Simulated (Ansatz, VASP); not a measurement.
**Two plane-wave programs on Te**

```
CELL_PARAMETERS angstrom
0.00000 2.37341 2.37341
2.37341 0.00000 2.37341
2.37341 2.37341 0.00000
ATOMIC_POSITIONS crystal
Te 0.00000 0.00000 0.00000
```

Alike in both runs: task single point; functional RPBE; k mesh 13 × 13 × 13; occupations fermi-dirac, width 0.1 eV; no spin polarisation.

```csv
,VASP,Ansatz
version,VASP 6.6.1,Ansatz 0.2.0
potentials or method,"VASP PAW PBE potentials, release 64 (Te), cutoff 520 eV","plane waves (420 eV) with PAW, scalar-relativistic"
valence electrons in the cell,6,16
```

```csv
,VASP,Ansatz,Ansatz less VASP
pressure (GPa),4.6,4.8,+0.16
```

VASP's potentials were made for PBE, not for RPBE. VASP's potentials hold 6 valence electrons a cell and Ansatz's 16, so a difference there can come from the potentials and not from the codes.

Spin-orbit coupling is off throughout.
